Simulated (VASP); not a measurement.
# TaN (Fm-3m) in VASP: further runs

The runs below take TaN through single point, with LDA, RPBE, PBEsol.

Program: VASP 6.6.1. These are calculated values, not measurements. Logs are shortened: lines on timing, memory, paths and dates and some standing lists are left out, and cuts for length are marked.

## Step 1: The cell of the first run

The structure is cubic, space group Fm-3m (No. 225). The conventional cell has a = 4.509 Å, b = 4.509 Å, c = 4.509 Å, α = 90.00°, β = 90.00°, γ = 90.00°. Within 3.0 Å of Ta (site symmetry m-3m) lie 6 N at 2.25 Å. Within 3.0 Å of N (site symmetry m-3m) lie 6 Ta at 2.25 Å.

## Step 2: Single point, LDA

Input file INCAR:

```
PREC     = Accurate       # precision mode
ENCUT    = 520            # plane-wave cutoff, eV
EDIFF    = 1E-6           # SCF threshold, eV
ISMEAR   = -1             # smearing method
SIGMA    = 0.05           # smearing width, eV
LREAL    = F              # projectors in reciprocal space
LASPH    = T              # aspherical terms in the spheres
NELM     = 80             # most SCF steps
ALGO     = Normal         # electronic algorithm
ISIF     = 2              # what is computed and relaxed
LWAVE    = F              # write WAVECAR
LCHARG   = T              # write CHGCAR
GGA      = CA             # functional
LELF     = T              # ELF
LVHAR    = T            
NBANDS   = 15             # bands
```

Input file KPOINTS:

```
Automatic mesh
0
Gamma
  10 10 10
```

Input file POSCAR:

```
TaN
1.0
    0.0000000000      2.2546932853      2.2546932853
    2.2546932853      0.0000000000      2.2546932853
    2.2546932853      2.2546932853      0.0000000000
Ta N
1 1
Direct
    0.5000000000      0.5000000000      0.5000000000
    0.0000000000      0.0000000000      0.0000000000
```

Potentials or basis: VASP PAW LDA potentials, release 64 (Ta_pv, N).

Command:

```
$ cat potpaw_LDA.64/Ta_pv/POTCAR potpaw_LDA.64/N/POTCAR > POTCAR
$ mpirun -np 1 vasp_std > vasp.out
```

OUTCAR:

```text
PREC = Accurate
   ENCUT = 520
   EDIFF = 1E-6
   ISMEAR = -1
   LREAL = F
   LASPH = T
   NELM = 80
   ISIF = 2
   GGA = CA

 ion  position               nearest neighbor table
   1  0.500  0.500  0.500-   2 2.25   2 2.25   2 2.25   2 2.25   2 2.25   2 2.25
   2  0.000  0.000  0.000-   1 2.25   1 2.25   1 2.25   1 2.25   1 2.25   1 2.25

  LATTYP: Found a face centered cubic cell.
 ALAT       =     4.5093865706

  Lattice vectors:

 A1 = (   0.0000000000,   2.2546932853,   2.2546932853)
 A2 = (   2.2546932853,   0.0000000000,   2.2546932853)
 A3 = (   2.2546932853,   2.2546932853,   0.0000000000)

Analysis of symmetry for initial positions (statically):
=====================================================================
 Subroutine PRICEL returns:
 Original cell was already a primitive cell.

 Routine SETGRP: Setting up the symmetry group for a
 face centered cubic supercell.

 Subroutine GETGRP returns: Found 48 space group operations
 (whereof 48 operations were pure point group operations)
 out of a pool of 48 trial point group operations.

The static configuration has the point symmetry O_h .

Analysis of symmetry for dynamics (positions and initial velocities):
=====================================================================
 Subroutine PRICEL returns:
 Original cell was already a primitive cell.

 Routine SETGRP: Setting up the symmetry group for a
 face centered cubic supercell.

 Subroutine GETGRP returns: Found 48 space group operations
 (whereof 48 operations were pure point group operations)
 out of a pool of 48 trial point group operations.

The dynamic configuration has the point symmetry O_h .

 Subroutine INISYM returns: Found 48 space group operations
 (whereof 48 operations are pure point group operations),
 and found     1 'primitive' translations

----------------------------------------------------------------------------------------

                                     Primitive cell

  volume of cell :      22.9241

  direct lattice vectors                    reciprocal lattice vectors
     0.000000000  2.254693285  2.254693285    -0.221759653  0.221759653  0.221759653
     2.254693285  0.000000000  2.254693285     0.221759653 -0.221759653  0.221759653
     2.254693285  2.254693285  0.000000000     0.221759653  0.221759653 -0.221759653

  length of vectors
     3.188617823  3.188617823  3.188617823     0.384098986  0.384098986  0.384098986

  position of ions in fractional coordinates (direct lattice)
     0.500000000  0.500000000  0.500000000
     0.000000000  0.000000000  0.000000000

  ion indices of the primitive-cell ions
   primitive index   ion index
                 1           1
                 2           2

----------------------------------------------------------------------------------------

 KPOINTS: Automatic mesh

Automatic generation of k-mesh.
 Grid dimensions read from file:
 generate k-points for:   10   10   10

 Generating k-lattice:

  Cartesian coordinates                     Fractional coordinates (reciprocal lattice)
    -0.022175965  0.022175965  0.022175965     0.100000000  0.000000000  0.000000000
     0.022175965 -0.022175965  0.022175965     0.000000000  0.100000000  0.000000000
     0.022175965  0.022175965 -0.022175965     0.000000000  0.000000000  0.100000000

  Length of vectors
     0.038409899  0.038409899  0.038409899

  Shift w.r.t. Gamma in fractional coordinates (k-lattice)
     0.000000000  0.000000000  0.000000000

 Subroutine IBZKPT returns following result:
 ===========================================

 Found     47 irreducible k-points:

 Following reciprocal coordinates:
            Coordinates               Weight
  0.000000  0.000000  0.000000      1.000000
  0.100000  0.000000  0.000000      8.000000
  0.200000  0.000000  0.000000      8.000000
  0.300000  0.000000  0.000000      8.000000
  0.400000  0.000000  0.000000      8.000000
  0.500000  0.000000  0.000000      4.000000
[... 16 lines left out ...]
  0.300000  0.300000  0.000000      6.000000
  0.400000  0.300000  0.000000     24.000000
 [... further k-points ...]
   k-points           NKPTS =     47   k-points in BZ     NKDIM =     47   number of bands    NBANDS=     15
   number of dos      NEDOS =    301   number of ions     NIONS =      2
   total plane-waves  NPLWV =  13824
   dimension x,y,z NGX =    24 NGY =   24 NGZ =   24
   dimension x,y,z NGXF=    48 NGYF=   48 NGZF=   48
   ions per type =               1   1
   NGX,Y,Z   is equivalent  to a cutoff of  12.51, 12.51, 12.51 a.u.
   NGXF,Y,Z  is equivalent  to a cutoff of  25.03, 25.03, 25.03 a.u.
 SYSTEM =  unknown system
   PREC   = accura    normal or accurate (medium, high low for compatibility)
   ISTART =      0    job   : 0-new  1-cont  2-samecut
   ICHARG =      2    charge: 1-file 2-atom 10-const
   ISPIN  =      1    spin polarized calculation?
   LNONCOLLINEAR =      F non collinear calculations
   LSORBIT =      F    spin-orbit coupling
   LASPH  =      T    aspherical Exc in radial PAW
   ENCUT  =  520.0 eV  38.22 Ry    6.18 a.u.   5.93  5.93  5.93*2*pi/ulx,y,z
   NELM   =     80;   NELMIN=  2; NELMDL= -5     # of ELM steps
   EDIFF  = 0.1E-05   stopping-criterion for ELM
   LREAL  =      F    real-space projection
   EDIFFG = 0.1E-04   stopping-criterion for IOM
   NSW    =      0    number of steps for IOM
   IBRION =     -1    ionic relax: 0-MD 1-quasi-New 2-CG
   NFREE  =      0    steps in history (QN), initial steepest desc. (CG)
   ISIF   =      2    stress and relaxation
   ISYM   =      2    0-nonsym 1-usesym 2-fastsym
   POTIM  = 0.5000    time-step for ionic-motion
   TEBEG  =    0.0;   TEEND  =   0.0 temperature during run
   PSTRESS=    0.0 pullay stress
   NELECT =      16.0000    total number of electrons
   NUPDOWN=      -1.0000    fix difference up-down
   EMIN   =  10.00;   EMAX   =-10.00  energy-range for DOS
   EFERMI =   0.00;   METHOD = LEGACY
   ISMEAR =    -1;   SIGMA  =   0.05  broadening in eV -4-tet -1-fermi 0-gaus
   EFERMI_NEDOS =   21; number of points for ismear=-14 and -15
   IALGO  =     38    algorithm
   IMIX   =      4    mixing-type and parameters
     AMIX     =   0.40;   BMIX     =  1.00
     AMIX_MAG =   1.60;   BMIX_MAG =  1.00
  volume/ion in A,a.u.               =      11.46        77.35
  Fermi-wavevector in a.u.,A,eV,Ry     =   1.452170  2.744203 28.691921  2.108797
  Thomas-Fermi vector in A             =   2.569583
   LORBIT       =      0    0 simple, 1 ext, 2 COOP (PROOUT), +10 PAW based schemes
   GGA     = CA    functional components
   LHFCALC =     F    Hartree Fock is set to
   AEXX    =    0.0000 exact exchange contribution
   IVDW    =     0    specifies the selected vdW correction
   LEPSILON=     F    determine dielectric tensor
   LRPA    =     F    only Hartree local field effects (RPA)
 non-spin polarized calculation
  energy-cutoff  :      520.00
  volume of cell :       22.92
 maximum number of plane-waves:       636
   NGX = 11   NGY = 11   NGZ = 11

 number of electron      15.9999997 magnetization

 Free energy of the ion-electron system (eV)
  ---------------------------------------------------
  ext. energy  EPLUGINS =         0.00000000
  ---------------------------------------------------
  free energy    TOTEN  =       -23.92532999 eV

  energy without entropy =      -23.91826516  energy(sigma->0) =      -23.92179757

 E-fermi :   8.5618     XC(G=0): -13.2585

 val. band max:        8.5147647577   @ k =   0.0000   0.0000   0.0000
 cond. band min:       8.6025213870   @ k =  -0.3000   0.3000   0.1000
 fundamental gap:      0.0877566293
 Fermi energy:         8.5618270052

 k-point     1 :       0.0000    0.0000    0.0000
  band No.  band energies     occupation
      1     -27.1646      2.00000
      2     -27.1646      2.00000
      3     -27.1646      2.00000
      4      -9.4408      2.00000
      5       5.0001      2.00000
      6       5.0001      2.00000
      7       5.0001      2.00000
      8       6.6060      2.00000
      9       6.6060      2.00000
     10       6.6060      2.00000
     11       8.5148      1.43871
     12       8.5148      1.43870
     13       9.6477      0.00000
     14      18.0035      0.00000
     15      19.7617      0.00000

 k-point     2 :       0.1000    0.0000    0.0000
  band No.  band energies     occupation
      1     -27.2306      2.00000
      2     -27.1710      2.00000
      3     -27.1710      2.00000
      4      -9.2294      2.00000
      5       3.9429      2.00000
      6       4.3049      2.00000
      7       4.3049      2.00000
      8       6.9322      2.00000
      9       6.9322      2.00000
     10       6.9989      2.00000
     11       9.3636      0.00000
     12       9.3636      0.00000
     13      10.3452      0.00000
     14      18.6587      0.00000
     15      19.7616      0.00000

 k-point     3 :       0.2000    0.0000    0.0000
  band No.  band energies     occupation
      1     -27.3993      2.00000
      2     -27.1877      2.00000
      3     -27.1877      2.00000
      4      -8.6494      2.00000
      5       2.2032      2.00000
      6       3.1984      2.00000
      7       3.1984      2.00000
      8       7.4983      2.00000
      9       7.6696      2.00000
     10       7.6696      2.00000
     11      11.0959      0.00000
     12      11.0959      0.00000
     13      11.7684      0.00000
     14      19.7593      0.00000
     15      20.1054      0.00000
[... 343 lines left out ...]
 k-point    23 :       0.3000    0.3000    0.0000
  band No.  band energies     occupation
      1     -27.5519      2.00000
      2     -27.3095      2.00000
      3     -27.3095      2.00000
      4      -8.1298      2.00000
      5       0.8652      2.00000
      6       3.9587      2.00000
      7       3.9587      2.00000
      8       4.3949      2.00000
      9       9.6350      0.00000
     10      10.6800      0.00000
     11      10.6800      0.00000
     12      11.0019      0.00000
     13      16.1033      0.00000
     14      19.7423      0.00000
     15      20.4845      0.00000

 k-point    24 :       0.4000    0.3000    0.0000
  band No.  band energies     occupation
      1     -27.6311      2.00000
      2     -27.3523      2.00000
      3     -27.3328      2.00000
      4      -7.9808      2.00000
      5       1.0375      2.00000
      6       3.0608      2.00000
      7       3.6643      2.00000
      8       4.9939      2.00000
      9      10.4166      0.00000
     10      11.1188      0.00000
     11      11.1915      0.00000
     12      11.8851      0.00000
     13      16.1422      0.00000
     14      18.4105      0.00000
     15      19.7740      0.00000

 [... further k-points ...]

------------------------ aborting loop because EDIFF is reached ----------------------------------------

  FORCE on cell =-STRESS in cart. coord.  units (eV):
  Direction    XX          YY          ZZ          XY          YZ          ZX
  --------------------------------------------------------------------------------------
  -------------------------------------------------------------------------------------
  Total       -4.4302728     -4.4302728     -4.4302728     -0.0000000     -0.0000000     -0.0000000
  in kB     -309.6340013   -309.6340013   -309.6340013     -0.0000000     -0.0000000     -0.0000000
  external PRESSURE =    -309.6340013 kB  Pullay stress =       0.0000000 kB

 VOLUME and BASIS-vectors are now :
 -----------------------------------------------------------------------------
  energy-cutoff  :      520.00
  volume of cell :       22.92
      direct lattice vectors                 reciprocal lattice vectors
     0.000000000  2.254693285  2.254693285    -0.221759653  0.221759653  0.221759653
     2.254693285  0.000000000  2.254693285     0.221759653 -0.221759653  0.221759653
     2.254693285  2.254693285  0.000000000     0.221759653  0.221759653 -0.221759653

 POSITION                                       TOTAL-FORCE (eV/Angst)
 -----------------------------------------------------------------------------------
      2.25469      2.25469      2.25469        -0.000000      0.000000     -0.000000
      0.00000      0.00000      0.00000         0.000000     -0.000000      0.000000
 -----------------------------------------------------------------------------------
    total drift:                                0.000000     -0.000000     -0.000000

  FREE ENERGIE OF THE ION-ELECTRON SYSTEM (eV)
  ---------------------------------------------------
  free  energy   TOTEN  =       -23.9253299858 eV

  energy  without entropy=      -23.9182651557  energy(sigma->0) =      -23.92179757
```

Run time: 9.6 s. Hardware: 1 thread of Intel Xeon Platinum 8488C (Sapphire Rapids), shared host; peak memory 0.14 GiB.

What came out:

| Item | Value |
| --- | --- |
| Free energy | -23.9253 eV |
| Pressure | -31.0 GPa |
| Band gap on the k mesh | zero (band 8 reaches 10.19 eV, above the bottom of band 9 at 6.61 eV) |

Levels at points of the mesh, in eV from the Fermi level:
| k point | band 4 | band 5 | band 6 | band 7 | band 8 | band 9 | band 10 | band 11 | band 12 | band 13 |
| --- | --- | --- | --- | --- | --- | --- | --- | --- | --- | --- |
| (0.00, 0.00, 0.00) | -18.00 | -3.56 | -3.56 | -3.56 | -1.96 | -1.96 | -1.96 | -0.05 | -0.05 | 1.09 |
| (0.50, 0.00, 0.00) | -15.32 | -9.74 | -7.05 | -7.05 | 1.63 | 1.63 | 1.74 | 3.70 | 6.72 | 6.72 |
| (0.50, 0.50, 0.00) | -16.76 | -6.37 | -4.99 | -4.39 | -4.39 | 1.79 | 3.09 | 3.09 | 3.83 | 5.92 |

Caveat: spin-orbit coupling is left out, which moves the levels of the heavy elements.

## Step 3: Single point, RPBE

This run uses another cell than the first one, of 10.81 Å³/atom, 0.943 times its volume.

Input file INCAR:

```
SYSTEM = TaN
  ALGO = Normal
  EDIFF = 1E-6
  ENCUT = 520
  GGA = RP
  ISIF = 2
  ISMEAR = 0
  LASPH = .True.
  LCHARG = .False.
  LREAL = .False.
  LWAVE = .False.
  NBANDS = 15
  NELM = 100
  PREC = Accurate
  SIGMA = 0.02
```

Input file KPOINTS:

```
k-points
0
Gamma
  10 10 10
  0 0 0
```

Input file POSCAR:

```
TaN
1.0
    3.1272829800      0.0000000000      0.0000000000
    1.5636414900      2.7083065055      0.0000000000
    1.5636414900      0.9027688352      2.5534158608
Ta N
1 1
Direct
    0.5000000000      0.5000000000      0.5000000000
    0.0000000000      0.0000000000      0.0000000000
```

Potentials or basis: VASP PAW PBE potentials, release 64 (Ta_pv, N).

Command:

```
$ cat potpaw_PBE.64/Ta_pv/POTCAR potpaw_PBE.64/N/POTCAR > POTCAR
$ mpirun -np 1 vasp_std > vasp.out
```

Run time: 4.7 s. Hardware: 1 thread of Intel Xeon 6975P-C (Granite Rapids), shared host; peak memory 0.14 GiB.

It converged, with:

```yaml
Free_energy: -20.7920 eV
Pressure: 4.0 GPa
Band_gap_on_the_k_mesh: zero (band 8 reaches 11.31 eV, above the bottom of band 9 at 7.41 eV)
```

Levels at points of the mesh, in eV from the Fermi level:
```csv
k point,band 6,band 7,band 8,band 9,band 10,band 11
"(0.00, 0.00, 0.00)",-3.83,-3.83,-2.12,-2.12,-2.12,0.01
"(0.50, 0.00, 0.00)",-7.51,-7.51,1.79,1.79,1.89,3.68
"(0.50, 0.50, 0.00)",-5.41,-4.66,-4.66,2.01,3.38,3.38
```

Caveat: the PAW data sets were made with another functional, which shifts forces and pressure a little; spin-orbit coupling is left out, which moves the levels of the heavy elements.

[end of part 1 of 2]
